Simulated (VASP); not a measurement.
Crystal: Ni.

```
CELL_PARAMETERS angstrom
0.00000 1.74554 1.74554
1.74554 0.00000 1.74554
1.74554 1.74554 0.00000
ATOMIC_POSITIONS crystal
Ni 0.00000 0.00000 0.00000
```

Base run:

* Program: VASP 6.6.1
* Functional: LDA
* Potentials or basis: VASP PAW LDA potentials, release 64 (Ni)
* Cutoff: 520 eV
* k mesh: 24 × 24 × 24
* Occupations: gaussian, width 0.15 eV
* Spin: collinear spin, ferromagnetic start
* Starting moments: [0.875] μB
* Fixed moment: 0.875 μB

Its results: pressure -10.6 GPa; site moments Ni +0.87 μB.

Q: The run is repeated on the same cell with these changes: fixed moment from 0.875 μB to 0.625 μB; moments at the start from [0.88] to [0.62]. What comes out?

A: Pressure -12.6 GPa; site moments Ni +0.63 μB.

Caveats: the total moment is fixed, so each spin has its own Fermi level.
